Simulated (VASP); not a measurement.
A run of VASP 6.6.1 is set up as follows.

The input INCAR:

```
SYSTEM = SrTiO3
PREC = Accurate
ENCUT = 600
EDIFF = 1E-6
ISMEAR = -1
SIGMA = 0.05
LREAL = .False.
LASPH = .True.
NELM = 80
ALGO = Normal
ISIF = 3
LWAVE = .False.
LCHARG = .False.
IBRION = 2
NSW = 100
EDIFFG = -0.002
```

The input KPOINTS:

```
Automatic mesh
0
Gamma
  8 8 8
  0 0 0
```

The input POSCAR:

```
SrTiO3
1.0
    3.9052800000      0.0000000000      0.0000000000
    0.0000000000      3.9052800000      0.0000000000
    0.0000000000      0.0000000000      3.9052800000
Sr Ti O
1 1 3
Direct
    0.5000000000      0.5000000000      0.5000000000
    0.0000000000      0.0000000000      0.0000000000
    0.5000000000      0.0000000000      0.0000000000
    0.0000000000      0.5000000000      0.0000000000
    0.0000000000      0.0000000000      0.5000000000
```

Potentials or basis: VASP PAW LDA potentials, release 64 (Sr_sv, Ti_sv, O).

The run is started by

```sh
$ cat potpaw_LDA.64/Sr_sv/POTCAR potpaw_LDA.64/Ti_sv/POTCAR potpaw_LDA.64/O/POTCAR > POTCAR
$ mpirun -np 1 vasp_std > vasp.out
```

(1) What does it give for the band gap on the k mesh?

(2) What does it give for the relaxed cell?

(3) Estimate the relaxed volume.

## Answers

(1) 1.81 eV, indirect (least direct gap 2.15 eV).

(2) a = 3.859 Å, b = 3.859 Å, c = 3.859 Å, α = 90.00°, β = 90.00°, γ = 90.00°.

(3) 11.50 Å³/atom.
